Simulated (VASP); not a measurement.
Set up this calculation in VASP 6.6.1, as the native input.

```yaml
Task: single point
Functional: HSE06
Potentials_or_basis: VASP PAW PBE potentials, release 64 (K_sv, S)
Cutoff: 400 eV
k_mesh: 4 × 4 × 4
Occupations: gaussian, width 0.01 eV
Spin: no spin polarisation
Dipole_correction: no
Grid_for_exact_exchange_PRECFOCK: Normal
Further_INCAR_settings: ALGO = Normal; EDIFF = 1e-06; NBANDS = 19
Share_of_exact_exchange: 0.25
Screening_parameter: 0.2079 1/Å
```

K2S:

```xyz
3
Lattice="0.0000 3.7027 3.7027 3.7027 0.0000 3.7027 3.7027 3.7027 0.0000" Properties=species:S:1:pos:R:3 pbc="T T T"
K     1.8514    1.8514    1.8514
K     5.5541    5.5541    5.5541
S     0.0000    0.0000    0.0000
```

One way to write it, as run:

POSCAR

```
K2S
1.0
    0.0000000000      3.7027186909      3.7027186909
    3.7027186909      0.0000000000      3.7027186909
    3.7027186909      3.7027186909      0.0000000000
K S
2 1
Direct
    0.2500000000      0.2500000000      0.2500000000
    0.7500000000      0.7500000000      0.7500000000
    0.0000000000      0.0000000000      0.0000000000
```

INCAR.step1

```
  ALGO = Normal
  EDIFF = 1E-5
  ENCUT = 400
  GGA = PE
  GGA_COMPAT = False
  ISIF = 2
  ISMEAR = 0
  LASPH = True
  LCHARG = False
  LREAL = False
  LWAVE = True
  NBANDS = 19
  NELM = 120
  PREC = Accurate
  SIGMA = 0.01
```

INCAR.step2

```
  ALGO = Normal
  EDIFF = 1E-6
  ENCUT = 400
  GGA = PE
  GGA_COMPAT = False
  HFSCREEN = 0.2079
  ISIF = 2
  ISMEAR = 0
  ISTART = 1
  LASPH = True
  LCHARG = False
  LHFCALC = True
  LREAL = False
  LWAVE = False
  NBANDS = 19
  NELM = 120
  PREC = Accurate
  PRECFOCK = Normal
  SIGMA = 0.01
```

KPOINTS

```
k-points
0
Gamma
  4 4 4
```

Potentials or basis: VASP PAW PBE potentials, release 64 (K_sv, S).

Run with:

```sh
$ cat potpaw_PBE.64/K_sv/POTCAR potpaw_PBE.64/S/POTCAR > POTCAR
$ cp INCAR.step1 INCAR
$ mpirun -np 1 vasp_std > vasp.out
$ cp INCAR.step2 INCAR
$ mpirun -np 1 vasp_std > vasp.out
```

It gave:

```
Pressure               : 0.2 GPa
Band gap on the k mesh : 3.31 eV (least direct gap 3.49 eV)
```

Caveat: the PAW data sets were made with another functional, which shifts forces and pressure a little.

Run time: 5.6 min on 1 thread of Intel(R) Xeon(R) 6975P-C (Granite Rapids) (shared host), peak memory 0.32 GiB.
